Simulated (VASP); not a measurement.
# TaN in VASP: a series of runs

TaN is run at these levels: PBEsol; tasks: single point.

Program: VASP 6.6.1. These are calculated values, not measurements. Logs are shortened: lines on timing, memory, paths and dates and some standing lists are left out, and cuts for length are marked.

## (1) The cell of the first run

It takes space group R-3m (No. 166, trigonal). The conventional cell has a = 3.035 Å, b = 3.035 Å, c = 7.775 Å, α = 90.00°, β = 90.00°, γ = 120.00°. Ta (site symmetry -3m) has 6 N at 2.18 Å within 2.9 Å. N (site symmetry -3m) has 6 Ta at 2.18 Å within 2.9 Å.

## (2) Single point, PBEsol (equal xy, yz and zx shear strains of +3 %)

Input file INCAR:

```
SYSTEM = TaN
PREC     = Accurate       ! precision mode
ENCUT    = 520            ! plane-wave cutoff, eV
EDIFF    = 1E-6           ! SCF threshold, eV
ISMEAR   = -1             ! smearing method
SIGMA    = 0.02           ! smearing width, eV
LREAL    = .False.        ! projectors in reciprocal space
LASPH    = .True.         ! aspherical terms in the spheres
NELM     = 100            ! most SCF steps
ALGO     = Normal         ! electronic algorithm
ISIF     = 2              ! what is computed and relaxed
LWAVE    = .False.        ! write WAVECAR
LCHARG   = .False.        ! write CHGCAR
GGA      = PS             ! functional
NBANDS   = 15             ! bands
```

Input file KPOINTS:

```
Automatic mesh
0
Gamma
  9 9 9
  0 0 0
```

Input file POSCAR:

```
TaN
1.0
    0.0653700000      2.2116850000      2.2116850000
    2.2116850000      0.0653700000      2.2116850000
    2.2116850000      2.2116850000      0.0653700000
Ta N
1 1
Direct
    0.5000000000      0.5000000000      0.5000000000
    0.0000000000      0.0000000000      0.0000000000
```

Potentials or basis: VASP PAW PBE potentials, release 64 (Ta_pv, N).

Started as:

```console
cat potpaw_PBE.64/Ta_pv/POTCAR potpaw_PBE.64/N/POTCAR > POTCAR
mpirun -np 1 vasp_std > vasp.out
```

OUTCAR:

```text
SYSTEM = TaN
   PREC = Accurate
   ENCUT = 520
   EDIFF = 1E-6
   ISMEAR = -1
   LREAL = .False.
   LASPH = .True.
   NELM = 100
   ISIF = 2
   GGA = PS

 ion  position               nearest neighbor table
   1  0.500  0.500  0.500-   2 2.18   2 2.18   2 2.18   2 2.18   2 2.18   2 2.18
   2  0.000  0.000  0.000-   1 2.18   1 2.18   1 2.18   1 2.18   1 2.18   1 2.18

  LATTYP: Found a trigonal (rhomboedric) cell.
 ALAT       =     3.1284779551
 COS(alpha) =     0.5293254421

  Lattice vectors:

 A1 = (   0.0653700000,   2.2116850000,   2.2116850000)
 A2 = (   2.2116850000,   0.0653700000,   2.2116850000)
 A3 = (   2.2116850000,   2.2116850000,   0.0653700000)

Analysis of symmetry for initial positions (statically):
=====================================================================
 Subroutine PRICEL returns:
 Original cell was already a primitive cell.

 Routine SETGRP: Setting up the symmetry group for a
 trigonal (rhombohedral) supercell.

 Subroutine GETGRP returns: Found 12 space group operations
 (whereof 12 operations were pure point group operations)
 out of a pool of 12 trial point group operations.

The static configuration has the point symmetry D_3d.

Analysis of symmetry for dynamics (positions and initial velocities):
=====================================================================
 Subroutine PRICEL returns:
 Original cell was already a primitive cell.

 Routine SETGRP: Setting up the symmetry group for a
 trigonal (rhombohedral) supercell.

 Subroutine GETGRP returns: Found 12 space group operations
 (whereof 12 operations were pure point group operations)
 out of a pool of 12 trial point group operations.

The dynamic configuration has the point symmetry D_3d.

 Subroutine INISYM returns: Found 12 space group operations
 (whereof 12 operations are pure point group operations),
 and found     1 'primitive' translations

----------------------------------------------------------------------------------------

                                     Primitive cell

  volume of cell :      20.6781

  direct lattice vectors                    reciprocal lattice vectors
     0.065370000  2.211685000  2.211685000    -0.236350001  0.229564834  0.229564834
     2.211685000  0.065370000  2.211685000     0.229564834 -0.236350001  0.229564834
     2.211685000  2.211685000  0.065370000     0.229564834  0.229564834 -0.236350001

  length of vectors
     3.128477955  3.128477955  3.128477955     0.401573591  0.401573591  0.401573591

  position of ions in fractional coordinates (direct lattice)
     0.500000000  0.500000000  0.500000000
     0.000000000  0.000000000  0.000000000

  ion indices of the primitive-cell ions
   primitive index   ion index
                 1           1
                 2           2

----------------------------------------------------------------------------------------

 KPOINTS: Automatic mesh

Automatic generation of k-mesh.
 Grid dimensions read from file:
 generate k-points for:    9    9    9

 Generating k-lattice:

  Cartesian coordinates                     Fractional coordinates (reciprocal lattice)
    -0.026261111  0.025507204  0.025507204     0.111111111 -0.000000000 -0.000000000
     0.025507204 -0.026261111  0.025507204    -0.000000000  0.111111111 -0.000000000
     0.025507204  0.025507204 -0.026261111    -0.000000000 -0.000000000  0.111111111

  Length of vectors
     0.044619288  0.044619288  0.044619288

  Shift w.r.t. Gamma in fractional coordinates (k-lattice)
     0.000000000  0.000000000  0.000000000

 Subroutine IBZKPT returns following result:
 ===========================================

 Found     85 irreducible k-points:

 Following reciprocal coordinates:
            Coordinates               Weight
  0.000000  0.000000  0.000000      1.000000
  0.111111  0.000000  0.000000      6.000000
  0.222222  0.000000 -0.000000      6.000000
  0.333333  0.000000 -0.000000      6.000000
  0.444444  0.000000 -0.000000      6.000000
  0.111111  0.111111  0.000000      6.000000
[... 16 lines left out ...]
 -0.333333  0.333333  0.000000      6.000000
  0.444444  0.444444  0.000000      6.000000
 [... further k-points ...]
   k-points           NKPTS =     85   k-points in BZ     NKDIM =     85   number of bands    NBANDS=     15
   number of dos      NEDOS =    301   number of ions     NIONS =      2
   total plane-waves  NPLWV =  13824
   dimension x,y,z NGX =    24 NGY =   24 NGZ =   24
   dimension x,y,z NGXF=    48 NGYF=   48 NGZF=   48
   ions per type =               1   1
   NGX,Y,Z   is equivalent  to a cutoff of  12.75, 12.75, 12.75 a.u.
   NGXF,Y,Z  is equivalent  to a cutoff of  25.51, 25.51, 25.51 a.u.
 SYSTEM =  TaN
   PREC   = accura    normal or accurate (medium, high low for compatibility)
   ISTART =      0    job   : 0-new  1-cont  2-samecut
   ICHARG =      2    charge: 1-file 2-atom 10-const
   ISPIN  =      1    spin polarized calculation?
   LNONCOLLINEAR =      F non collinear calculations
   LSORBIT =      F    spin-orbit coupling
   LASPH  =      T    aspherical Exc in radial PAW
   ENCUT  =  520.0 eV  38.22 Ry    6.18 a.u.   5.82  5.82  5.82*2*pi/ulx,y,z
   NELM   =    100;   NELMIN=  2; NELMDL= -5     # of ELM steps
   EDIFF  = 0.1E-05   stopping-criterion for ELM
   LREAL  =      F    real-space projection
   EDIFFG = 0.1E-04   stopping-criterion for IOM
   NSW    =      0    number of steps for IOM
   IBRION =     -1    ionic relax: 0-MD 1-quasi-New 2-CG
   NFREE  =      0    steps in history (QN), initial steepest desc. (CG)
   ISIF   =      2    stress and relaxation
   ISYM   =      2    0-nonsym 1-usesym 2-fastsym
   POTIM  = 0.5000    time-step for ionic-motion
   TEBEG  =    0.0;   TEEND  =   0.0 temperature during run
   PSTRESS=    0.0 pullay stress
   NELECT =      16.0000    total number of electrons
   NUPDOWN=      -1.0000    fix difference up-down
   EMIN   =  10.00;   EMAX   =-10.00  energy-range for DOS
   EFERMI =   0.00;   METHOD = LEGACY
   ISMEAR =    -1;   SIGMA  =   0.02  broadening in eV -4-tet -1-fermi 0-gaus
   EFERMI_NEDOS =   21; number of points for ismear=-14 and -15
   IALGO  =     38    algorithm
   IMIX   =      4    mixing-type and parameters
     AMIX     =   0.40;   BMIX     =  1.00
     AMIX_MAG =   1.60;   BMIX_MAG =  1.00
  volume/ion in A,a.u.               =      10.34        69.77
  Fermi-wavevector in a.u.,A,eV,Ry     =   1.502949  2.840163 30.733615  2.258857
  Thomas-Fermi vector in A             =   2.614123
   LORBIT       =      0    0 simple, 1 ext, 2 COOP (PROOUT), +10 PAW based schemes
   GGA     = PS    functional components
   LHFCALC =     F    Hartree Fock is set to
   AEXX    =    0.0000 exact exchange contribution
   IVDW    =     0    specifies the selected vdW correction
   LEPSILON=     F    determine dielectric tensor
   LRPA    =     F    only Hartree local field effects (RPA)
 non-spin polarized calculation
  energy-cutoff  :      520.00
  volume of cell :       20.68
 maximum number of plane-waves:       580
   NGX = 11   NGY = 11   NGZ = 11

 number of electron      15.9999997 magnetization

 Free energy of the ion-electron system (eV)
  ---------------------------------------------------
  ext. energy  EPLUGINS =         0.00000000
  ---------------------------------------------------
  free energy    TOTEN  =       -23.19662744 eV

  energy without entropy =      -23.19556564  energy(sigma->0) =      -23.19609654

 E-fermi :   9.5833     XC(G=0): -13.7438

 val. band max:        9.5440660961   @ k =   0.4444   0.1111   0.0000
 cond. band min:       9.5886067369   @ k =   0.2222   0.2222   0.1111
 fundamental gap:      0.0445406408
 Fermi energy:         9.5833085090

 k-point     1 :       0.0000    0.0000    0.0000
  band No.  band energies     occupation
      1     -26.0286      2.00000
      2     -25.9164      2.00000
      3     -25.9164      2.00000
      4      -9.3433      2.00000
      5       5.6484      2.00000
      6       5.9209      2.00000
      7       5.9209      2.00000
      8       6.9793      2.00000
      9       7.7117      2.00000
     10       7.7117      2.00000
     11       9.7636      0.00024
     12       9.7636      0.00024
     13      11.5383      0.00000
     14      19.1105      0.00000
     15      22.1234      0.00000

 k-point     2 :       0.1111    0.0000    0.0000
  band No.  band energies     occupation
      1     -26.0711      2.00000
      2     -26.0086      2.00000
      3     -25.9307      2.00000
      4      -9.0240      2.00000
      5       4.5678      2.00000
      6       4.7117      2.00000
      7       5.0206      2.00000
      8       7.4851      2.00000
      9       8.1265      2.00000
     10       8.1347      2.00000
     11      10.9366      0.00000
     12      10.9423      0.00000
     13      12.4057      0.00000
     14      20.1030      0.00000
     15      22.1228      0.00000

 k-point     3 :       0.2222    0.0000   -0.0000
  band No.  band energies     occupation
      1     -26.3595      2.00000
      2     -26.0482      2.00000
      3     -25.9668      2.00000
      4      -8.1763      2.00000
      5       2.4627      2.00000
      6       3.2903      2.00000
      7       3.6742      2.00000
      8       8.5583      2.00000
      9       8.6890      2.00000
     10       9.1973      2.00000
     11      13.1985      0.00000
     12      13.2304      0.00000
     13      14.0702      0.00000
     14      22.0966      0.00000
     15      22.2095      0.00000
[... 343 lines left out ...]
 k-point    23 :      -0.3333    0.3333    0.0000
  band No.  band energies     occupation
      1     -26.5861      2.00000
      2     -26.5319      2.00000
      3     -26.1828      2.00000
      4      -7.0235      2.00000
      5       1.0192      2.00000
      6       2.5931      2.00000
      7       2.7819      2.00000
      8       9.0340      2.00000
      9      11.5001      0.00000
     10      11.6163      0.00000
     11      14.0607      0.00000
     12      16.4573      0.00000
     13      19.5626      0.00000
     14      21.3179      0.00000
     15      21.3655      0.00000

 k-point    24 :       0.4444    0.4444    0.0000
  band No.  band energies     occupation
      1     -26.7509      2.00000
      2     -26.3091      2.00000
      3     -26.2137      2.00000
      4      -8.0046      2.00000
      5       2.7415      2.00000
      6       4.0725      2.00000
      7       4.8622      2.00000
      8       5.1065      2.00000
      9      11.7659      0.00000
     10      13.2705      0.00000
     11      13.4263      0.00000
     12      14.3823      0.00000
     13      17.1638      0.00000
     14      19.1161      0.00000
     15      22.1396      0.00000

 [... further k-points ...]

------------------------ aborting loop because EDIFF is reached ----------------------------------------

  FORCE on cell =-STRESS in cart. coord.  units (eV):
  Direction    XX          YY          ZZ          XY          YZ          ZX
  --------------------------------------------------------------------------------------
  -------------------------------------------------------------------------------------
  Total        0.7515587      0.7515587      0.7515587     -0.3035759     -0.3035759     -0.3035759
  in kB       58.2320514     58.2320514     58.2320514    -23.5215814    -23.5215814    -23.5215814
  external PRESSURE =      58.2320514 kB  Pullay stress =       0.0000000 kB

 VOLUME and BASIS-vectors are now :
 -----------------------------------------------------------------------------
  energy-cutoff  :      520.00
  volume of cell :       20.68
      direct lattice vectors                 reciprocal lattice vectors
     0.065370000  2.211685000  2.211685000    -0.236350001  0.229564834  0.229564834
     2.211685000  0.065370000  2.211685000     0.229564834 -0.236350001  0.229564834
     2.211685000  2.211685000  0.065370000     0.229564834  0.229564834 -0.236350001

 POSITION                                       TOTAL-FORCE (eV/Angst)
 -----------------------------------------------------------------------------------
      2.24437      2.24437      2.24437         0.000000     -0.000000      0.000000
      0.00000      0.00000      0.00000        -0.000000      0.000000     -0.000000
 -----------------------------------------------------------------------------------
    total drift:                                0.000000     -0.000000     -0.000000

  FREE ENERGIE OF THE ION-ELECTRON SYSTEM (eV)
  ---------------------------------------------------
  free  energy   TOTEN  =       -23.1966274414 eV

  energy  without entropy=      -23.1955656395  energy(sigma->0) =      -23.19609654
```

It used 14 s of CPU time on 1 thread of Intel Xeon 6975P-C (shared host).

What came out:

| Property | Result |
| --- | --- |
| Free energy | -23.1966 eV |
| Pressure | 5.8 GPa |
| Band gap on the k mesh | zero (band 8 reaches 11.18 eV, above the bottom of band 9 at 7.71 eV) |

Caveat: the cell differs from its parent crystal (equal xy, yz and zx shear strains of +3 %); the PAW data sets were made with another functional, which shifts forces and pressure a little; spin-orbit coupling is left out, which moves the levels of the heavy elements.

## (3) Single point, PBEsol (zz strain of -1 %)

Input file INCAR:

```
SYSTEM = TaN
PREC = Accurate
ENCUT = 600
EDIFF = 1E-6
ISMEAR = -1
SIGMA = 0.02
LREAL = .False.
LASPH = .True.
NELM = 120
ALGO = Normal
ISIF = 2
LWAVE = .False.
LCHARG = .False.
GGA = PS
NBANDS = 15
GGA_COMPAT = .False.
```

Input file KPOINTS:

```
regular mesh
0
Gamma
  9 9 9
  0 0 0
```

Input file POSCAR:

```
TaN
1.0
    0.0000000000      2.1790000000      2.1572100000
    2.1790000000      0.0000000000      2.1572100000
    2.1790000000      2.1790000000      0.0000000000
Ta N
1 1
Direct
    0.5000000000      0.5000000000      0.5000000000
    0.0000000000      0.0000000000      0.0000000000
```

Potentials or basis: VASP PAW PBE potentials, release 64 (Ta_pv, N).

Started as:

```console
cat potpaw_PBE.64/Ta_pv/POTCAR potpaw_PBE.64/N/POTCAR > POTCAR
mpirun -np 1 vasp_std > vasp.out
```

It took 19 s on 1 thread of Intel Xeon 6975P-C, shared host; peak memory 0.17 GiB.

The run converged. Its results:

* Free energy: -23.1977 eV
* Pressure: 9.3 GPa
* Band gap on the k mesh: zero (band 8 reaches 11.44 eV, above the bottom of band 9 at 7.53 eV)

Stress tensor (GPa, compression positive):
```
 6.54  0.00  0.00
 0.00  6.54  0.00
 0.00  0.00 14.90
```

Levels at points of the mesh, in eV from the Fermi level:
```tsv
k point	band 4	band 5	band 6	band 7	band 8	band 9	band 10	band 11	band 12	band 13
(0.00, 0.00, 0.00)	-19.00	-3.81	-3.81	-3.75	-2.16	-2.16	-2.04	0.07	0.20	2.01
```

Caveat: the cell differs from its parent crystal (zz strain of -1 %); the PAW data sets were made with another functional, which shifts forces and pressure a little; spin-orbit coupling is left out, which moves the levels of the heavy elements.

## (4) Single point, PBEsol (zz strain of +2 %)

Input file INCAR:

```
SYSTEM = TaN
PREC     = Accurate       ! precision mode
ENCUT    = 600            ! plane-wave cutoff, eV
EDIFF    = 1E-6           ! SCF threshold, eV
ISMEAR   = -1             ! smearing method
SIGMA    = 0.02           ! smearing width, eV
LREAL    = .FALSE.        ! projectors in reciprocal space
LASPH    = .TRUE.         ! aspherical terms in the spheres
NELM     = 120            ! most SCF steps
ALGO     = Normal         ! electronic algorithm
ISIF     = 2              ! what is computed and relaxed
LWAVE    = .FALSE.        ! write WAVECAR
LCHARG   = .FALSE.        ! write CHGCAR
GGA      = PS             ! functional
NBANDS   = 15             ! bands
GGA_COMPAT= .FALSE.
```

Input file KPOINTS:

```
regular mesh
0
G
  9 9 9
  0 0 0
```

Input file POSCAR:

```
TaN
1.0
    0.0000000000      2.1790000000      2.2225800000
    2.1790000000      0.0000000000      2.2225800000
    2.1790000000      2.1790000000      0.0000000000
Ta N
1 1
Direct
    0.5000000000      0.5000000000      0.5000000000
    0.0000000000      0.0000000000      0.0000000000
```

Started as:

```console
cat potpaw_PBE.64/Ta_pv/POTCAR potpaw_PBE.64/N/POTCAR > POTCAR
mpirun -np 1 vasp_std > vasp.out
```

Run time: 30 s. Hardware: 1 thread of Intel Xeon 6975P-C, shared host; peak memory 0.18 GiB.

It converged, with:

| Quantity | Value |
| --- | --- |
| Free energy | -23.2037 eV |
| Pressure | -1.6 GPa |
| Band gap on the k mesh | zero (band 8 reaches 11.03 eV, above the bottom of band 9 at 7.39 eV) |

Stress tensor (GPa, compression positive):
```
  2.80   0.00   0.00
  0.00   2.80   0.00
  0.00   0.00 -10.46
```

Levels at points of the mesh, in eV from the Fermi level:
| k point | band 5 | band 6 | band 7 | band 8 | band 9 | band 10 | band 11 | band 12 |
| --- | --- | --- | --- | --- | --- | --- | --- | --- |
| (0.00, 0.00, 0.00) | -3.76 | -3.67 | -3.67 | -2.19 | -1.95 | -1.95 | -0.08 | 0.28 |

Caveat: the cell differs from its parent crystal (zz strain of +2 %); the PAW data sets were made with another functional, which shifts forces and pressure a little; spin-orbit coupling is left out, which moves the levels of the heavy elements.

## (5) Summary

| cell | cutoff (eV) | gap on the mesh (eV) | pressure (GPa) |
| --- | --- | --- | --- |
| a = 3.128 Å, angles 58.0°, 2 atoms | 520 | none | 5.8 |
| a = 3.066, b = 3.066, c = 3.082 Å, angles 59.8, 59.8, 60.3°, 2 atoms | 600 | none | 9.3 |
| a = 3.113, b = 3.113, c = 3.082 Å, angles 60.3, 60.3, 59.3°, 2 atoms | 600 | none | -1.6 |

Alike in all rows: task single point; level PBEsol; potentials or basis VASP PAW PBE potentials, release 64 (Ta_pv, N); no spin polarisation; k mesh 9 × 9 × 9; smearing fermi-dirac 0.02 eV.

Caveats: the PAW data sets were made with another functional, which shifts forces and pressure a little; spin-orbit coupling is left out, which moves the levels of the heavy elements.

Total energies depend on the potentials used, so only differences within one code and one set of settings carry meaning.
